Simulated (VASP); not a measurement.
Here is a VASP 6.6.1 calculation.

The input INCAR:

```
ALGO = Normal
EDIFF = 1E-6
ENCUT = 520
GGA = PE
ISIF = 2
ISMEAR = 0
LASPH = T
LCHARG = F
LREAL = F
LWAVE = F
NBANDS = 35
NELM = 80
PREC = Accurate
SIGMA = 0.01
```

Contents of KPOINTS:

```
k-points
0
Gamma
  12 12 3
```

File POSCAR:

```
WS2
1.0
    3.1532000000      0.0000000000      0.0000000000
   -1.5766000000      2.7307513032      0.0000000000
    0.0000000000      0.0000000000     12.3230000000
W S
2 4
Direct
    0.3333333333      0.6666666667      0.2500000000
    0.6666666667      0.3333333333      0.7500000000
    0.3333333333      0.6666666667      0.6220613398
    0.6666666667      0.3333333333      0.1220613398
    0.3333333333      0.6666666667      0.8779386602
    0.6666666667      0.3333333333      0.3779386602
```

Potentials or basis: VASP PAW PBE potentials, release 64 (W_sv, S).

The run is started by

```console
$ cat potpaw_PBE.64/W_sv/POTCAR potpaw_PBE.64/S/POTCAR > POTCAR
$ mpirun -np 1 vasp_std > vasp.out
```

(1) Estimate the pressure.

(2) What does it give for the band gap on the k mesh?

Results:

(1) 3.8 GPa.

(2) 0.99 eV, indirect (least direct gap 1.85 eV).

Caveat: spin-orbit coupling is left out, which moves the levels of the heavy elements; this functional lacks dispersion, which binds the layers, so the pressure and a relaxed spacing across them are unreliable.
